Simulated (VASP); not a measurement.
A run of VASP 6.6.1 is set up as follows.

POSCAR

```
GaAs
1.0
    0.0000000000      2.8291375184      2.8291375184
    2.8291375184      0.0000000000      2.8291375184
    2.8291375184      2.8291375184      0.0000000000
Ga As
1 1
Direct
    0.0000000000      0.0000000000      0.0000000000
    0.2500000000      0.2500000000      0.2500000000
```

File INCAR.step1:

```
PREC = Accurate
ENCUT = 520
EDIFF = 1E-5
ISMEAR = 0
SIGMA = 0.01
LREAL = F
LASPH = T
NELM = 60
ALGO = Normal
ISIF = 2
LWAVE = T
GGA = PE
NBANDS = 16
```

Contents of INCAR.step2:

```
PREC = Accurate
ENCUT = 520
EDIFF = 1E-6
ISMEAR = 0
SIGMA = 0.01
LREAL = F
LASPH = T
NELM = 60
ALGO = Normal
ISIF = 2
LWAVE = F
LCHARG = T
GGA = PE
LHFCALC = T
AEXX = 0.25
PRECFOCK = Normal
LELF = T
LVHAR = T
ISTART = 1
NBANDS = 16
```

KPOINTS

```
regular mesh
0
Gamma
  6 6 6
```

Potentials or basis: VASP PAW PBE potentials, release 64 (Ga_d, As).

The run is started by

```console
$ cat potpaw_PBE.64/Ga_d/POTCAR potpaw_PBE.64/As/POTCAR > POTCAR
$ cp INCAR.step1 INCAR
$ mpirun -np 1 vasp_std > vasp.out
$ cp INCAR.step2 INCAR
$ mpirun -np 1 vasp_std > vasp.out
```

(1) What does it give for the pressure?

(2) Predict the band gap on the k mesh.

Results:

(1) 0.6 GPa.

(2) 2.02 eV.

Caveat: the PAW data sets were made with another functional, which shifts forces and pressure a little.
